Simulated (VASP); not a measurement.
Write the native input for VASP 6.6.1 that does the following.

| Property | Result |
| --- | --- |
| Task | G0W0 quasiparticle levels |
| Functional | PBEsol |
| Potentials or basis | VASP PAW PBE potentials, release 64 (Cd_GW, Se_GW) |
| Cutoff | 500 eV |
| k mesh | 3 × 3 × 3 |
| Occupations | gaussian, width 0.01 eV |
| Spin | no spin polarisation |
| Dipole correction | no |
| GW scheme | G0W0 |
| GW iterations | 1 |
| Cutoff of the response function | 100 |
| Frequency points | 48 |
| Empty bands | 129 |
| Further INCAR settings | ALGO = EVGW0; EDIFF = 1e-08; NBANDS = 138 |

The system is CdSe.

```
CELL_PARAMETERS angstrom
-0.03856 3.03293 3.03293
3.03293 -0.03856 3.03293
3.03293 3.03293 -0.03856
ATOMIC_POSITIONS crystal
Cd 0.99867 0.99867 0.99867
Se 0.25133 0.25133 0.25133
```

The input as run:

POSCAR

```
CdSe
1.0
   -0.0385573958      3.0329264921      3.0329264921
    3.0329264921     -0.0385573958      3.0329264921
    3.0329264921      3.0329264921     -0.0385573958
Cd Se
1 1
Direct
   -0.0013282630     -0.0013282630     -0.0013282630
    0.2513282630      0.2513282630      0.2513282630
```

INCAR.step1

```
PREC = Accurate ; ENCUT = 500
EDIFF = 1E-8 ; ISMEAR = 0
SIGMA = 0.01 ; LREAL = False
LASPH = True ; NELM = 80
ALGO = Normal ; LWAVE = True
LCHARG = False ; GGA = PS
```

INCAR.step2

```
PREC = Accurate ; ENCUT = 500
EDIFF = 1E-8 ; ISMEAR = 0
SIGMA = 0.01 ; LREAL = False
LASPH = True ; NELM = 1
ALGO = Exact ; LWAVE = True
LCHARG = False ; GGA = PS
NBANDS = 138 ; LOPTICS = True
ISTART = 1
```

INCAR.step3

```
PREC = Accurate ; ENCUT = 500
EDIFF = 1E-8 ; ISMEAR = 0
SIGMA = 0.01 ; LREAL = False
LASPH = True ; ALGO = EVGW0
LWAVE = False ; LCHARG = False
GGA = PS ; NELMGW = 1
NBANDS = 138 ; ENCUTGW = 100.0
NOMEGA = 48 ; PRECFOCK = Fast
ISTART = 1 ; NBANDSGW = 17
```

KPOINTS

```
Automatic mesh
0
Gamma
  3 3 3
```

Potentials or basis: VASP PAW PBE potentials, release 64 (Cd_GW, Se_GW).

Run with:

```sh
$ cat potpaw_PBE.64/Cd_GW/POTCAR potpaw_PBE.64/Se_GW/POTCAR > POTCAR
$ cp INCAR.step1 INCAR
$ mpirun -np 1 vasp_std > vasp.out
$ cp INCAR.step2 INCAR
$ mpirun -np 1 vasp_std > vasp.out
$ cp INCAR.step3 INCAR
$ mpirun -np 1 vasp_std > vasp.out
```

It gave:

```yaml
Quasiparticle_gap: 1.01 eV
Least_direct_quasiparticle_gap: 1.01 eV
Band_gap_of_the_starting_levels_on_the_mesh: 0.35 eV
Least_direct_gap_of_the_starting_levels_on_the_mesh: 0.35 eV
```

Caveat: the k points lie up to 0.59 Å⁻¹ apart; bands, screening cutoff and mesh are small and nothing is extrapolated, so the quasiparticle values aren't converged.

Run time: 90 s on 1 thread of AMD EPYC 9R45 96-Core Processor (Zen 5), with other jobs on the host, peak memory 0.54 GiB.
